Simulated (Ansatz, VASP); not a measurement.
## Two plane-wave programs on LiCuAuO2

Contents of INCAR:

```
PREC = Accurate
ENCUT = 520
EDIFF = 1E-6
ISMEAR = -1
SIGMA = 0.05
LREAL = F
LASPH = T
NELM = 60
ALGO = Normal
ISIF = 2
LWAVE = F
LCHARG = F
GGA = PE
NBANDS = 26
```

Contents of KPOINTS:

```
regular mesh
0
Gamma
  8 8 8
```

POSCAR

```
LiCuAuO2
1.0
    1.6044554762      0.9263328011      6.4188160000
   -1.6044554762      0.9263328011      6.4188160000
    0.0000000000     -1.8526656021      6.4188160000
Au Cu O Li
1 1 2 1
Direct
    0.9917940000      0.9917940000      0.9917940000
    0.5158030000      0.5158030000      0.5158030000
    0.1009220000      0.1009220000      0.1009220000
    0.8842220000      0.8842220000      0.8842220000
    0.7572590000      0.7572590000      0.7572590000
```

The input input.yaml:

```yaml
crystal:
  lattice:
    - [1.6044554762, 0.9263328011, 6.418816]
    - [-1.6044554762, 0.9263328011, 6.418816]
    - [0.0, -1.8526656021, 6.418816]
  atoms:
    - { symbol: Au, position: [0.991794, 0.991794, 0.991794] }
    - { symbol: Cu, position: [0.515803, 0.515803, 0.515803] }
    - { symbol: O, position: [0.100922, 0.100922, 0.100922] }
    - { symbol: O, position: [0.884222, 0.884222, 0.884222] }
    - { symbol: Li, position: [0.757259, 0.757259, 0.757259] }
hamiltonian:
  xc: pbe
  pseudopotentials: { kind: paw }
kpoints:
  mp_grid: { grid: [8, 8, 8] }
scf:
  occupations: { method: fermi_dirac, width: 0.05 }
output:
  forces: true
  stress: true
  eigenvalues: true
  write_density: true
  write_potential: true
  elf: true
  volumetric_format: npy
```

Alike in both runs: task single point; functional PBE; k mesh 8 × 8 × 8; occupations fermi-dirac, width 0.05 eV; no spin polarisation.

|  | VASP | Ansatz |
| --- | --- | --- |
| version | VASP 6.6.1 | Ansatz 0.2.0 |
| potentials or method | VASP PAW PBE potentials, release 64 (Au, Cu, O, Li_sv) | Ansatz PAW |
| plane-wave cutoff (eV) | 520 | 420 |
| valence electrons in the cell | 37 | 53 |

VASP gave:

* gap on the k mesh at the Fermi level (eV): none
* rms of the force components (eV/Å): 0.088

Task: What did Ansatz give for the same quantities?

Result: gap on the k mesh at the Fermi level (eV): none; rms of the force components (eV/Å): 0.091.

Atom by atom the forces differ by 0.017 eV/Å (rms over components). A gap of «none» marks a metal or a gap that the smearing closes. VASP's potentials hold 37 valence electrons a cell and Ansatz's 53, so a difference there can come from the potentials and not from the codes.

Neither program's run includes spin-orbit coupling. Noted on VASP's run: the cutoff is under 1.25 times that of the potentials, so the pressure is a little rough.
